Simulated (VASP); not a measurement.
# Te2Mo in VASP: a series of runs

Te2Mo is run at these levels: PBE+D3(BJ); tasks: single point.

All numbers are computed with VASP 6.6.1; they aren't measurements. Logs are shortened: lines on timing, memory, paths and dates and some standing lists are left out, and cuts for length are marked.

### 1 The cell of the first run

The cell holds a slab with vacuum, 6 atoms: a = 3.504 Å, b = 3.504 Å, c = 24.768 Å, α = 90.00°, β = 90.00°, γ = 120.00°.

### 2 Single point, PBE+D3(BJ)

Contents of INCAR:

```
SYSTEM = Te2Mo
PREC = Accurate
ENCUT = 520
EDIFF = 1E-7
ISMEAR = 0
SIGMA = 0.05
LREAL = .False.
LASPH = .True.
NELM = 100
ALGO = Normal
ISIF = 2
LWAVE = .False.
LCHARG = .True.
LDIPOL = .True.
IDIPOL = 3
DIPOL = 0.5 0.5 0.398
GGA = PE
IVDW = 12
LELF = .True.
LVHAR = .True.
LVACPOTAV = .True.
NBANDS = 35
```

Contents of KPOINTS:

```
regular mesh
0
Gamma
  9 9 1
  0 0 0
```

Contents of POSCAR:

```
Te2Mo
1.0
    3.5038817216      0.0000000000      0.0000000000
   -1.7519408608      3.0344505828      0.0000000000
    0.0000000000      0.0000000000     24.7677194079
Te Mo
4 2
Direct
    0.3333333333      0.6666666667      0.1816881048
    0.3333333333      0.6666666667      0.3284056788
    0.3333333333      0.6666666667      0.4668923898
    0.3333333333      0.6666666667      0.6136099637
    0.6666666667      0.3333333333      0.2550468918
    0.0000000000      1.0000000000      0.5402511768
```

Potentials or basis: VASP PAW PBE potentials, release 64 (Te, Mo_sv).

On the command line:

```console
$ cat potpaw_PBE.64/Te/POTCAR potpaw_PBE.64/Mo_sv/POTCAR > POTCAR
$ mpirun -np 1 vasp_std > vasp.out
```

OUTCAR:

```text
SYSTEM = Te2Mo
   PREC = Accurate
   ENCUT = 520
   EDIFF = 1E-7
   ISMEAR = 0
   LREAL = .False.
   LASPH = .True.
   NELM = 100
   ISIF = 2
   GGA = PE
   IVDW = 12
 IVDW          = 12

 ion  position               nearest neighbor table
   1  0.333  0.667  0.182-   5 2.72   5 2.72   5 2.72   2 3.63
   2  0.333  0.667  0.328-   5 2.72   5 2.72   5 2.72   3 3.43   1 3.63
   3  0.333  0.667  0.467-   6 2.72   6 2.72   6 2.72   2 3.43   4 3.63
   4  0.333  0.667  0.614-   6 2.72   6 2.72   6 2.72   3 3.63
   5  0.667  0.333  0.255-   1 2.72   2 2.72   1 2.72   2 2.72   1 2.72   2 2.72
   6  0.000  0.000  0.540-   4 2.72   4 2.72   4 2.72   3 2.72   3 2.72   3 2.72

  LATTYP: Found a hexagonal cell.
 ALAT       =     3.5038817216
 C/A-ratio  =     7.0686516771

  Lattice vectors:

 A1 = (   3.5038817216,   0.0000000000,   0.0000000000)
 A2 = (  -1.7519408608,   3.0344505828,   0.0000000000)
 A3 = (   0.0000000000,   0.0000000000,  24.7677194079)

Analysis of symmetry for initial positions (statically):
=====================================================================
 Subroutine PRICEL returns:
 Original cell was already a primitive cell.

 Routine SETGRP: Setting up the symmetry group for a
 hexagonal supercell.

 Subroutine GETGRP returns: Found 12 space group operations
 (whereof  6 operations were pure point group operations)
 out of a pool of 24 trial point group operations.

The static configuration has the point symmetry C_3v.
 The point group associated with its full space group is D_3d.

Analysis of symmetry for dynamics (positions and initial velocities):
=====================================================================
 Subroutine PRICEL returns:
 Original cell was already a primitive cell.

 Routine SETGRP: Setting up the symmetry group for a
 hexagonal supercell.

 Subroutine GETGRP returns: Found 12 space group operations
 (whereof  6 operations were pure point group operations)
 out of a pool of 24 trial point group operations.

The dynamic configuration has the point symmetry C_3v.
 The point group associated with its full space group is D_3d.

 Subroutine INISYM returns: Found 12 space group operations
 (whereof  6 operations are pure point group operations),
 and found     1 'primitive' translations

----------------------------------------------------------------------------------------

                                     Primitive cell

  volume of cell :     263.3392

  direct lattice vectors                    reciprocal lattice vectors
     3.503881722  0.000000000  0.000000000     0.285397762  0.164774474  0.000000000
    -1.751940861  3.034450583  0.000000000     0.000000000  0.329548949  0.000000000
     0.000000000  0.000000000 24.767719408     0.000000000  0.000000000  0.040375134

  length of vectors
     3.503881722  3.503881722 24.767719408     0.329548949  0.329548949  0.040375134

  position of ions in fractional coordinates (direct lattice)
     0.333333333  0.666666667  0.181688105
     0.333333333  0.666666667  0.328405679
     0.333333333  0.666666667  0.466892390
     0.333333333  0.666666667  0.613609964
     0.666666667  0.333333333  0.255046892
     0.000000000  0.000000000  0.540251177

  ion indices of the primitive-cell ions
   primitive index   ion index
                 1           1
                 2           2
                 3           3
                 4           4
                 5           5
                 6           6

----------------------------------------------------------------------------------------

 KPOINTS: regular mesh

Automatic generation of k-mesh.
 Grid dimensions read from file:
 generate k-points for:    9    9    1

 Generating k-lattice:

  Cartesian coordinates                     Fractional coordinates (reciprocal lattice)
     0.031710862  0.018308275  0.000000000     0.111111111  0.000000000  0.000000000
     0.000000000  0.036616550  0.000000000     0.000000000  0.111111111  0.000000000
     0.000000000  0.000000000  0.040375134     0.000000000  0.000000000  1.000000000

  Length of vectors
     0.036616550  0.036616550  0.040375134

  Shift w.r.t. Gamma in fractional coordinates (k-lattice)
     0.000000000  0.000000000  0.000000000

 Subroutine IBZKPT returns following result:
 ===========================================

 Found     12 irreducible k-points:

 Following reciprocal coordinates:
            Coordinates               Weight
  0.000000  0.000000  0.000000      1.000000
  0.111111  0.000000  0.000000      6.000000
  0.222222  0.000000  0.000000      6.000000
  0.333333  0.000000  0.000000      6.000000
  0.444444  0.000000  0.000000      6.000000
  0.111111  0.111111  0.000000      6.000000
  0.222222  0.111111  0.000000     12.000000
  0.333333  0.111111  0.000000     12.000000
  0.444444  0.111111  0.000000      6.000000
  0.222222  0.222222  0.000000      6.000000
  0.333333  0.222222  0.000000     12.000000
  0.333333  0.333333  0.000000      2.000000
   k-points           NKPTS =     12   k-points in BZ     NKDIM =     12   number of bands    NBANDS=     35
   number of dos      NEDOS =    301   number of ions     NIONS =      6
   total plane-waves  NPLWV = 150528
   dimension x,y,z NGX =    28 NGY =   28 NGZ =  192
   dimension x,y,z NGXF=    56 NGYF=   56 NGZF=  384
   ions per type =               4   2
   NGX,Y,Z   is equivalent  to a cutoff of  13.28, 13.28, 12.89 a.u.
   NGXF,Y,Z  is equivalent  to a cutoff of  26.57, 26.57, 25.77 a.u.
 SYSTEM =  Te2Mo
   PREC   = accura    normal or accurate (medium, high low for compatibility)
   ISTART =      0    job   : 0-new  1-cont  2-samecut
   ICHARG =      2    charge: 1-file 2-atom 10-const
   ISPIN  =      1    spin polarized calculation?
   LNONCOLLINEAR =      F non collinear calculations
   LSORBIT =      F    spin-orbit coupling
   LASPH  =      T    aspherical Exc in radial PAW
   ENCUT  =  520.0 eV  38.22 Ry    6.18 a.u.   6.51  6.51 46.05*2*pi/ulx,y,z
   NELM   =    100;   NELMIN=  2; NELMDL= -5     # of ELM steps
   EDIFF  = 0.1E-06   stopping-criterion for ELM
   LREAL  =      F    real-space projection
   EDIFFG = 0.1E-05   stopping-criterion for IOM
   NSW    =      0    number of steps for IOM
   IBRION =     -1    ionic relax: 0-MD 1-quasi-New 2-CG
   NFREE  =      0    steps in history (QN), initial steepest desc. (CG)
   ISIF   =      2    stress and relaxation
   ISYM   =      2    0-nonsym 1-usesym 2-fastsym
   POTIM  = 0.5000    time-step for ionic-motion
   TEBEG  =    0.0;   TEEND  =   0.0 temperature during run
   PSTRESS=    0.0 pullay stress
   NELECT =      52.0000    total number of electrons
   NUPDOWN=      -1.0000    fix difference up-down
   EMIN   =  10.00;   EMAX   =-10.00  energy-range for DOS
   EFERMI =   0.00;   METHOD = LEGACY
   ISMEAR =     0;   SIGMA  =   0.05  broadening in eV -4-tet -1-fermi 0-gaus
   EFERMI_NEDOS =   21; number of points for ismear=-14 and -15
   IALGO  =     38    algorithm
   IMIX   =      4    mixing-type and parameters
     AMIX     =   0.40;   BMIX     =  1.00
     AMIX_MAG =   1.60;   BMIX_MAG =  1.00
  volume/ion in A,a.u.               =      43.89       296.18
  Fermi-wavevector in a.u.,A,eV,Ry     =   0.953317  1.801508 12.365161  0.908814
  Thomas-Fermi vector in A             =   2.081961
   LORBIT       =      0    0 simple, 1 ext, 2 COOP (PROOUT), +10 PAW based schemes
   GGA     = PE    functional components
   LHFCALC =     F    Hartree Fock is set to
   AEXX    =    0.0000 exact exchange contribution
   IVDW    =    12    specifies the selected vdW correction
   LEPSILON=     F    determine dielectric tensor
   LRPA    =     F    only Hartree local field effects (RPA)
 non-spin polarized calculation
 Gauss-broadening in eV      SIGMA  =   0.05
  energy-cutoff  :      520.00
  volume of cell :      263.34
 maximum number of plane-waves:      7173
 NGX is ok and might be reduce to    28
   NGX = 13   NGY = 13   NGZ = 93

 dipolmoment           0.000000      0.000000      0.000035 electrons x Angstroem

 number of electron      51.9999999 magnetization

 dipolmoment           0.000000      0.000000     -0.000001 electrons x Angstroem

 Free energy of the ion-electron system (eV)
  ---------------------------------------------------
  ext. energy  EPLUGINS =         0.00000000
  ---------------------------------------------------
  free energy    TOTEN  =       -35.75605760 eV

  energy without entropy =      -35.75605760  energy(sigma->0) =      -35.75605760

 E-fermi :   2.8850     XC(G=0):  -6.3755

 val. band max:        2.5932300552   @ k =   0.1111   0.0000   0.0000
 cond. band min:       3.5527144131   @ k =   0.2222   0.2222   0.0000
 fundamental gap:      0.9594843579
 Fermi energy:         2.8850064381

 k-point     1 :       0.0000    0.0000    0.0000
  band No.  band energies     occupation
      1     -58.1673      2.00000
      2     -58.1673      2.00000
      3     -32.3498      2.00000
      4     -32.3498      2.00000
      5     -32.1983      2.00000
      6     -32.1983      2.00000
[... 27 lines left out ...]
     34       6.0546      0.00000
     35       6.6805      0.00000

 k-point     2 :       0.1111    0.0000    0.0000
  band No.  band energies     occupation
      1     -58.1661      2.00000
      2     -58.1661      2.00000
      3     -32.3463      2.00000
      4     -32.3463      2.00000
      5     -32.2142      2.00000
      6     -32.2142      2.00000
[... 27 lines left out ...]
     34       5.9085      0.00000
     35       6.9162      0.00000
[... 340 lines left out ...]
     34       6.6857      0.00000
     35       6.8522      0.00000

 k-point    12 :       0.3333    0.3333    0.0000
  band No.  band energies     occupation
      1     -58.1557      2.00000
      2     -58.1557      2.00000
      3     -32.3163      2.00000
      4     -32.3163      2.00000
      5     -32.3004      2.00000
      6     -32.3004      2.00000
[... 27 lines left out ...]
     34       7.0781      0.00000
     35       7.0991      0.00000

------------------------ aborting loop because EDIFF is reached ----------------------------------------

 Edisp (eV)   -2.79848

 E8    (eV) :    -1.3236

  FORCE on cell =-STRESS in cart. coord.  units (eV):
  Direction    XX          YY          ZZ          XY          YZ          ZX
  --------------------------------------------------------------------------------------
  -------------------------------------------------------------------------------------
  Total      -0.09773    -0.09773     2.11891     0.00000     0.00000     0.00000
  in kB      -0.59457    -0.59457    12.89164     0.00000     0.00000     0.00000
  external pressure =        3.90 kB  Pullay stress =        0.00 kB

 VOLUME and BASIS-vectors are now :
 -----------------------------------------------------------------------------
  energy-cutoff  :      520.00
  volume of cell :      263.34
      direct lattice vectors                 reciprocal lattice vectors
     3.503881722  0.000000000  0.000000000     0.285397762  0.164774474  0.000000000
    -1.751940861  3.034450583  0.000000000     0.000000000  0.329548949  0.000000000
     0.000000000  0.000000000 24.767719408     0.000000000  0.000000000  0.040375134

 POSITION                                       TOTAL-FORCE (eV/Angst)
 -----------------------------------------------------------------------------------
     -0.00000      2.02297      4.50000        -0.000000      0.000000      0.012374
     -0.00000      2.02297      8.13386        -0.000000      0.000000     -0.454582
     -0.00000      2.02297     11.56386         0.000000     -0.000000      0.454582
     -0.00000      2.02297     15.19772         0.000000     -0.000000     -0.012374
      1.75194      1.01148      6.31693         0.000000     -0.000000     -0.105517
      0.00000      0.00000     13.38079        -0.000000      0.000000      0.105517
 -----------------------------------------------------------------------------------
    total drift:                               -0.000000      0.000000     -0.000015

  FREE ENERGIE OF THE ION-ELECTRON SYSTEM (eV)
  ---------------------------------------------------
  free  energy   TOTEN  =       -38.5545406260 eV

  energy  without entropy=      -38.5545406260  energy(sigma->0) =      -38.55454063

 vacuum level on the upper side and lower side of the slab         7.327         7.327
```

Run time: 4.2 min. Hardware: 1 thread of Intel Xeon 6975P-C (Granite Rapids), shared host; peak memory 0.4 GiB.

What came out:

- Free energy: -38.5545 eV
- Largest force: 0.455 eV/Å
- Band gap on the k mesh: 0.96 eV (least direct gap 1.19 eV)
- Dispersion energy per atom: -0.466 eV

Forces in eV/Å, atoms in the order of the input:
```
Te   0.000  0.000  0.012
Te   0.000  0.000 -0.455
Te   0.000  0.000  0.455
Te   0.000  0.000 -0.012
Mo   0.000  0.000 -0.106
Mo   0.000  0.000  0.106
```

Levels at points of the mesh, in eV from the valence-band top:
```csv
k point,band 24,band 25,band 26,band 27,band 28,band 29
"(0.00, 0.00, 0.00)",-0.93,-0.85,-0.03,2.92,2.92,3.14
```

Caveat: spin-orbit coupling is left out, which moves the levels of the heavy elements.

(Part 1 of 3 ends here.)
